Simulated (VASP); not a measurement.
A run of VASP 6.6.1:

The input INCAR:

```
  PREC = Accurate
  ENCUT = 520
  EDIFF = 1E-6
  ISMEAR = 0
  SIGMA = 0.15
  LREAL = False
  LASPH = True
  NELM = 150
  ALGO = Normal
  ISIF = 2
  LWAVE = False
  LCHARG = True
  ISPIN = 2
  MAGMOM = 2.44
  LORBIT = 11
  LMAXMIX = 4
  GGA = PE
  LELF = True
  LVHAR = True
  NBANDS = 14
```

The input KPOINTS:

```
regular mesh
0
Gamma
  10 10 10
```

File POSCAR:

```
Fe
1.0
   -1.5195513979      1.4157750842      1.4157750842
    1.5195513979     -1.4157750842      1.4157750842
    1.5195513979      1.4157750842     -1.4157750842
Fe
1
Direct
    0.0000000000      0.0000000000      0.0000000000
```

Potentials or basis: VASP PAW PBE potentials, release 64 (Fe).

Launch:

```console
$ cat potpaw_PBE.64/Fe/POTCAR > POTCAR
$ mpirun -np 1 vasp_std > vasp.out
```

Hardware: 1 thread of Intel(R) Xeon(R) Platinum 8488C (Sapphire Rapids), with other jobs on the host.

Estimate the wall time of this run.

It took 25 s on 1 thread of Intel(R) Xeon(R) Platinum 8488C (Sapphire Rapids) (shared host), peak memory 0.15 GiB. Counts: scf iterations 14, k points 102.
